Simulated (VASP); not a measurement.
Write the native input for VASP 6.6.1 that does the following.

| Property | Result |
| --- | --- |
| Task | single point |
| Functional | BLYP |
| Potentials or basis | VASP PAW PBE potentials, release 64 (Be) |
| Cutoff | 520 eV |
| k mesh | 10 × 10 × 14 |
| Occupations | fermi-dirac, width 0.1 eV |
| Spin | no spin polarisation |
| Dipole correction | no |
| Further INCAR settings | ALGO = Normal; EDIFF = 1e-06; NBANDS = 10 |

The structure of Be lies in POSCAR:

```
Be
1.0
    3.5678314525      0.0000000000      0.0000000000
   -1.7839157262      3.0898326743      0.0000000000
    0.0000000000      0.0000000000      2.2056433664
Be
3
Direct
    1.0000000000      0.0000000000      0.0000000000
    0.3333333333      0.6666666667      0.5000000000
    0.6666666667      0.3333333333      0.5000000000
```

This isn't the form of Be at room conditions, which is hcp.

These files were run (other wordings do the same):

INCAR

```
PREC = Accurate ; ENCUT = 520
EDIFF = 1E-6 ; ISMEAR = -1
SIGMA = 0.1 ; LREAL = F
LASPH = T ; NELM = 100
ALGO = Normal ; ISIF = 2
LWAVE = F ; LCHARG = F
GGA = B5 ; ALDAX = 1.0
AGGAX = 1.0 ; AGGAC = 1.0
ALDAC = 0.0 ; NBANDS = 10
```

KPOINTS

```
Automatic mesh
0
Gamma
  10 10 14
```

Potentials or basis: VASP PAW PBE potentials, release 64 (Be).

Launch:

```console
$ cat potpaw_PBE.64/Be/POTCAR > POTCAR
$ mpirun -np 1 vasp_std > vasp.out
```

Results of the run:

The pressure is 0.1 GPa and the band gap on the k mesh is zero (bands 3 and 4 overlap by 4.49 eV).

Caveat: the PAW data sets were made with another functional, which shifts forces and pressure a little.

Run time: 27 s on 1 thread of Intel Xeon 8259CL, with other jobs on the host, peak memory 0.14 GiB.
